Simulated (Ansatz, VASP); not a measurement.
Re: VASP beside Ansatz

```
Re
1.0
     2.76080    0.00000    0.00000
    -1.38040    2.39092    0.00000
     0.00000    0.00000    4.45820
Re
2
Direct
  0.66667 0.33333 0.75000
  0.33333 0.66667 0.25000
```

Alike in both runs: task relaxation of cell and atoms; functional revPBE; k mesh 11 × 11 × 6; occupations fermi-dirac, width 0.05 eV; no spin polarisation.

```csv
,VASP,Ansatz
version,VASP 6.6.1,Ansatz 0.2.0
potentials or method,"VASP PAW PBE potentials, release 64 (Re)",Ansatz PAW
plane-wave cutoff (eV),600,420
valence electrons in the cell,14,30
```

Ansatz gave:

* relaxed volume (Å³/atom): 15.07
* relaxed cell length with the largest relative difference (Å): 4.497

Q: Estimate VASP's values.

A: Relaxed volume (Å³/atom): 15.04; relaxed cell length with the largest relative difference (Å): 4.494.

VASP's potentials were made for PBE, not for revPBE. VASP's potentials hold 14 valence electrons a cell and Ansatz's 30, so a difference there can come from the potentials and not from the codes.

Neither program's run includes spin-orbit coupling. Noted on Ansatz's run: the plane-wave basis is chosen anew once the cell has moved, so the energies of steps on either side of that aren't comparable.
